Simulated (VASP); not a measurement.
# GaAs (F-43m) in VASP: notebook

The runs below take GaAs through single point, with PBEsol.

Everything below comes from runs of VASP 6.6.1. Logs are shortened: lines on timing, memory, paths and dates and some standing lists are left out, and cuts for length are marked.

**1. The cell of the first run**

It takes space group F-43m (No. 216, cubic). Conventional cell: a = 5.659 Å, b = 5.659 Å, c = 5.659 Å, α = 90.00°, β = 90.00°, γ = 90.00°. Within 3.2 Å of Ga (site symmetry -43m) lie 4 As at 2.45 Å. As (site symmetry -43m) has 4 Ga at 2.45 Å within 3.2 Å.

**2. Single point, PBEsol**

INCAR

```
PREC     = Accurate       # precision mode
ENCUT    = 500            # plane-wave cutoff, eV
EDIFF    = 1E-6           # SCF threshold, eV
ISMEAR   = 0              # smearing method
SIGMA    = 0.02           # smearing width, eV
LREAL    = F              # projectors in reciprocal space
LASPH    = T              # aspherical terms in the spheres
NELM     = 120            # most SCF steps
ALGO     = Normal         # electronic algorithm
ISIF     = 2              # what is computed and relaxed
LWAVE    = F              # write WAVECAR
LCHARG   = T              # write CHGCAR
GGA      = PS             # functional
LELF     = T              # ELF
LVHAR    = T            
NBANDS   = 16             # bands
GGA_COMPAT= F
```

KPOINTS

```
Automatic mesh
0
Gamma
  10 10 10
```

POSCAR

```
GaAs
1.0
    0.0000000000      2.8297139657      2.8297139657
    2.8297139657      0.0000000000      2.8297139657
    2.8297139657      2.8297139657      0.0000000000
Ga As
1 1
Direct
    0.0000000000      0.0000000000      0.0000000000
    0.2500000000      0.2500000000      0.2500000000
```

Potentials or basis: VASP PAW PBE potentials, release 64 (Ga_d, As).

The run is started by

```console
$ cat potpaw_PBE.64/Ga_d/POTCAR potpaw_PBE.64/As/POTCAR > POTCAR
$ mpirun -np 1 vasp_std > vasp.out
```

OUTCAR:

```text
PREC = Accurate
   ENCUT = 500
   EDIFF = 1E-6
   ISMEAR = 0
   LREAL = F
   LASPH = T
   NELM = 120
   ISIF = 2
   GGA = PS

 ion  position               nearest neighbor table
   1  0.000  0.000  0.000-   2 2.45   2 2.45   2 2.45   2 2.45
   2  0.250  0.250  0.250-   1 2.45   1 2.45   1 2.45   1 2.45

  LATTYP: Found a face centered cubic cell.
 ALAT       =     5.6594279314

  Lattice vectors:

 A1 = (   0.0000000000,   2.8297139657,   2.8297139657)
 A2 = (   2.8297139657,   0.0000000000,   2.8297139657)
 A3 = (   2.8297139657,   2.8297139657,   0.0000000000)

Analysis of symmetry for initial positions (statically):
=====================================================================
 Subroutine PRICEL returns:
 Original cell was already a primitive cell.

 Routine SETGRP: Setting up the symmetry group for a
 face centered cubic supercell.

 Subroutine GETGRP returns: Found 24 space group operations
 (whereof 24 operations were pure point group operations)
 out of a pool of 48 trial point group operations.

The static configuration has the point symmetry T_d .

Analysis of symmetry for dynamics (positions and initial velocities):
=====================================================================
 Subroutine PRICEL returns:
 Original cell was already a primitive cell.

 Routine SETGRP: Setting up the symmetry group for a
 face centered cubic supercell.

 Subroutine GETGRP returns: Found 24 space group operations
 (whereof 24 operations were pure point group operations)
 out of a pool of 48 trial point group operations.

The dynamic configuration has the point symmetry T_d .

 Subroutine INISYM returns: Found 24 space group operations
 (whereof 24 operations are pure point group operations),
 and found     1 'primitive' translations

----------------------------------------------------------------------------------------

                                     Primitive cell

  volume of cell :      45.3166

  direct lattice vectors                    reciprocal lattice vectors
     0.000000000  2.829713966  2.829713966    -0.176696304  0.176696304  0.176696304
     2.829713966  0.000000000  2.829713966     0.176696304 -0.176696304  0.176696304
     2.829713966  2.829713966  0.000000000     0.176696304  0.176696304 -0.176696304

  length of vectors
     4.001819868  4.001819868  4.001819868     0.306046977  0.306046977  0.306046977

  position of ions in fractional coordinates (direct lattice)
     0.000000000  0.000000000  0.000000000
     0.250000000  0.250000000  0.250000000

  ion indices of the primitive-cell ions
   primitive index   ion index
                 1           1
                 2           2

----------------------------------------------------------------------------------------

 KPOINTS: Automatic mesh

Automatic generation of k-mesh.
 Grid dimensions read from file:
 generate k-points for:   10   10   10

 Generating k-lattice:

  Cartesian coordinates                     Fractional coordinates (reciprocal lattice)
    -0.017669630  0.017669630  0.017669630     0.100000000  0.000000000  0.000000000
     0.017669630 -0.017669630  0.017669630     0.000000000  0.100000000  0.000000000
     0.017669630  0.017669630 -0.017669630     0.000000000  0.000000000  0.100000000

  Length of vectors
     0.030604698  0.030604698  0.030604698

  Shift w.r.t. Gamma in fractional coordinates (k-lattice)
     0.000000000  0.000000000  0.000000000

 Subroutine IBZKPT returns following result:
 ===========================================

 Found     47 irreducible k-points:

 Following reciprocal coordinates:
            Coordinates               Weight
  0.000000  0.000000  0.000000      1.000000
  0.100000  0.000000  0.000000      8.000000
  0.200000  0.000000  0.000000      8.000000
  0.300000  0.000000  0.000000      8.000000
  0.400000  0.000000  0.000000      8.000000
  0.500000  0.000000  0.000000      4.000000
[... 16 lines left out ...]
  0.300000  0.300000  0.000000      6.000000
  0.400000  0.300000  0.000000     24.000000
 [... further k-points ...]
   k-points           NKPTS =     47   k-points in BZ     NKDIM =     47   number of bands    NBANDS=     16
   number of dos      NEDOS =    301   number of ions     NIONS =      2
   total plane-waves  NPLWV =  27000
   dimension x,y,z NGX =    30 NGY =   30 NGZ =   30
   dimension x,y,z NGXF=    60 NGYF=   60 NGZF=   60
   ions per type =               1   1
   NGX,Y,Z   is equivalent  to a cutoff of  12.46, 12.46, 12.46 a.u.
   NGXF,Y,Z  is equivalent  to a cutoff of  24.93, 24.93, 24.93 a.u.
 SYSTEM =  unknown system
   PREC   = accura    normal or accurate (medium, high low for compatibility)
   ISTART =      0    job   : 0-new  1-cont  2-samecut
   ICHARG =      2    charge: 1-file 2-atom 10-const
   ISPIN  =      1    spin polarized calculation?
   LNONCOLLINEAR =      F non collinear calculations
   LSORBIT =      F    spin-orbit coupling
   LASPH  =      T    aspherical Exc in radial PAW
   ENCUT  =  500.0 eV  36.75 Ry    6.06 a.u.   7.30  7.30  7.30*2*pi/ulx,y,z
   NELM   =    120;   NELMIN=  2; NELMDL= -5     # of ELM steps
   EDIFF  = 0.1E-05   stopping-criterion for ELM
   LREAL  =      F    real-space projection
   EDIFFG = 0.1E-04   stopping-criterion for IOM
   NSW    =      0    number of steps for IOM
   IBRION =     -1    ionic relax: 0-MD 1-quasi-New 2-CG
   NFREE  =      0    steps in history (QN), initial steepest desc. (CG)
   ISIF   =      2    stress and relaxation
   ISYM   =      2    0-nonsym 1-usesym 2-fastsym
   POTIM  = 0.5000    time-step for ionic-motion
   TEBEG  =    0.0;   TEEND  =   0.0 temperature during run
   PSTRESS=    0.0 pullay stress
   NELECT =      18.0000    total number of electrons
   NUPDOWN=      -1.0000    fix difference up-down
   EMIN   =  10.00;   EMAX   =-10.00  energy-range for DOS
   EFERMI =   0.00;   METHOD = LEGACY
   ISMEAR =     0;   SIGMA  =   0.02  broadening in eV -4-tet -1-fermi 0-gaus
   EFERMI_NEDOS =   21; number of points for ismear=-14 and -15
   IALGO  =     38    algorithm
   IMIX   =      4    mixing-type and parameters
     AMIX     =   0.40;   BMIX     =  1.00
     AMIX_MAG =   1.60;   BMIX_MAG =  1.00
  volume/ion in A,a.u.               =      22.66       152.91
  Fermi-wavevector in a.u.,A,eV,Ry     =   1.203409  2.274113 19.703854  1.448192
  Thomas-Fermi vector in A             =   2.339163
   LORBIT       =      0    0 simple, 1 ext, 2 COOP (PROOUT), +10 PAW based schemes
   GGA     = PS    functional components
   LHFCALC =     F    Hartree Fock is set to
   AEXX    =    0.0000 exact exchange contribution
   IVDW    =     0    specifies the selected vdW correction
   LEPSILON=     F    determine dielectric tensor
   LRPA    =     F    only Hartree local field effects (RPA)
 non-spin polarized calculation
 Gauss-broadening in eV      SIGMA  =   0.02
  energy-cutoff  :      500.00
  volume of cell :       45.32
 maximum number of plane-waves:      1179
 NGX is ok and might be reduce to    30
   NGX = 15   NGY = 15   NGZ = 15

 number of electron      17.9999993 magnetization

 Free energy of the ion-electron system (eV)
  ---------------------------------------------------
  ext. energy  EPLUGINS =         0.00000000
  ---------------------------------------------------
  free energy    TOTEN  =        -9.09145334 eV

  energy without entropy =       -9.09145334  energy(sigma->0) =       -9.09145334

 E-fermi :   3.8692     XC(G=0):  -9.7595

 val. band max:        3.7754445928   @ k =   0.0000   0.0000   0.0000
 cond. band min:       4.2087807080   @ k =   0.0000   0.0000   0.0000
 fundamental gap:      0.4333361152
 Fermi energy:         3.8691617157

 k-point     1 :       0.0000    0.0000    0.0000
  band No.  band energies     occupation
      1     -10.9931      2.00000
      2     -10.9931      2.00000
      3     -10.9931      2.00000
      4     -10.9138      2.00000
      5     -10.9138      2.00000
      6      -8.9550      2.00000
[... 8 lines left out ...]
     15      13.8774      0.00000
     16      13.8774      0.00000

 k-point     2 :       0.1000    0.0000    0.0000
  band No.  band energies     occupation
      1     -11.0022      2.00000
      2     -10.9908      2.00000
      3     -10.9908      2.00000
      4     -10.9140      2.00000
      5     -10.9140      2.00000
      6      -8.8373      2.00000
[... 8 lines left out ...]
     15      13.1742      0.00000
     16      13.1742      0.00000

 k-point     3 :       0.2000    0.0000    0.0000
  band No.  band energies     occupation
      1     -11.0242      2.00000
      2     -10.9851      2.00000
      3     -10.9851      2.00000
      4     -10.9139      2.00000
      5     -10.9139      2.00000
      6      -8.4992      2.00000
[... 8 lines left out ...]
     15      12.6720      0.00000
     16      12.6720      0.00000

 k-point     4 :       0.3000    0.0000    0.0000
  band No.  band energies     occupation
      1     -11.0487      2.00000
      2     -10.9790      2.00000
      3     -10.9790      2.00000
      4     -10.9128      2.00000
      5     -10.9128      2.00000
      6      -7.9928      2.00000
[... 8 lines left out ...]
     15      13.0476      0.00000
     16      13.0476      0.00000

 k-point     5 :       0.4000    0.0000    0.0000
  band No.  band energies     occupation
      1     -11.0670      2.00000
      2     -10.9750      2.00000
      3     -10.9750      2.00000
      4     -10.9110      2.00000
      5     -10.9110      2.00000
      6      -7.4520      2.00000
[... 8 lines left out ...]
     15      14.2683      0.00000
     16      14.2683      0.00000

 k-point     6 :       0.5000    0.0000    0.0000
  band No.  band energies     occupation
      1     -11.0737      2.00000
      2     -10.9738      2.00000
      3     -10.9738      2.00000
      4     -10.9100      2.00000
      5     -10.9100      2.00000
      6      -7.1861      2.00000
[... 8 lines left out ...]
     15      15.5749      0.00000
     16      15.5749      0.00000
[... 267 lines left out ...]
 k-point    21 :      -0.3000    0.2000    0.0000
  band No.  band energies     occupation
      1     -11.0708      2.00000
      2     -10.9704      2.00000
      3     -10.9685      2.00000
      4     -10.9151      2.00000
      5     -10.9132      2.00000
      6      -7.3011      2.00000
[... 8 lines left out ...]
     15      13.8914      0.00000
     16      15.7594      0.00000

 k-point    22 :      -0.2000    0.2000    0.0000
  band No.  band energies     occupation
      1     -11.0555      2.00000
      2     -10.9755      2.00000
      3     -10.9738      2.00000
      4     -10.9169      2.00000
      5     -10.9119      2.00000
      6      -7.8186      2.00000
[... 8 lines left out ...]
     15      14.2596      0.00000
     16      15.0043      0.00000

 k-point    23 :       0.3000    0.3000    0.0000
  band No.  band energies     occupation
      1     -11.0733      2.00000
      2     -10.9615      2.00000
      3     -10.9615      2.00000
      4     -10.9297      2.00000
      5     -10.9054      2.00000
      6      -7.6576      2.00000
[... 8 lines left out ...]
     15      15.3134      0.00000
     16      16.0767      0.00000

 k-point    24 :       0.4000    0.3000    0.0000
  band No.  band energies     occupation
      1     -11.0856      2.00000
      2     -10.9570      2.00000
      3     -10.9555      2.00000
      4     -10.9317      2.00000
      5     -10.9042      2.00000
      6      -7.2174      2.00000
[... 8 lines left out ...]
     15      16.0119      0.00000
     16      16.4783      0.00000

 [... further k-points ...]

------------------------ aborting loop because EDIFF is reached ----------------------------------------

  FORCE on cell =-STRESS in cart. coord.  units (eV):
  Direction    XX          YY          ZZ          XY          YZ          ZX
  --------------------------------------------------------------------------------------
  -------------------------------------------------------------------------------------
  Total        0.0387964      0.0387964      0.0387964      0.0000000      0.0000000     -0.0000000
  in kB        1.3716551      1.3716551      1.3716551      0.0000000      0.0000000     -0.0000000
  external PRESSURE =       1.3716551 kB  Pullay stress =       0.0000000 kB

 VOLUME and BASIS-vectors are now :
 -----------------------------------------------------------------------------
  energy-cutoff  :      500.00
  volume of cell :       45.32
      direct lattice vectors                 reciprocal lattice vectors
     0.000000000  2.829713966  2.829713966    -0.176696304  0.176696304  0.176696304
     2.829713966  0.000000000  2.829713966     0.176696304 -0.176696304  0.176696304
     2.829713966  2.829713966  0.000000000     0.176696304  0.176696304 -0.176696304

 POSITION                                       TOTAL-FORCE (eV/Angst)
 -----------------------------------------------------------------------------------
      0.00000      0.00000      0.00000         0.000000      0.000000     -0.000000
      1.41486      1.41486      1.41486        -0.000000     -0.000000      0.000000
 -----------------------------------------------------------------------------------
    total drift:                               -0.000000     -0.000000      0.000000

  FREE ENERGIE OF THE ION-ELECTRON SYSTEM (eV)
  ---------------------------------------------------
  free  energy   TOTEN  =        -9.0914533351 eV

  energy  without entropy=       -9.0914533351  energy(sigma->0) =       -9.09145334
```

Run time: 34 s. Hardware: 1 thread of AMD EPYC 7R43 (Zen 3), shared host; peak memory 0.15 GiB.

What came out:

```yaml
Free_energy: -9.0915 eV
Pressure: 0.1 GPa
Band_gap_on_the_k_mesh: 0.43 eV
```

Caveat: the PAW data sets were made with another functional, which shifts forces and pressure a little. A k mesh can miss the band edges.

(Part 1 of 2 ends here.)
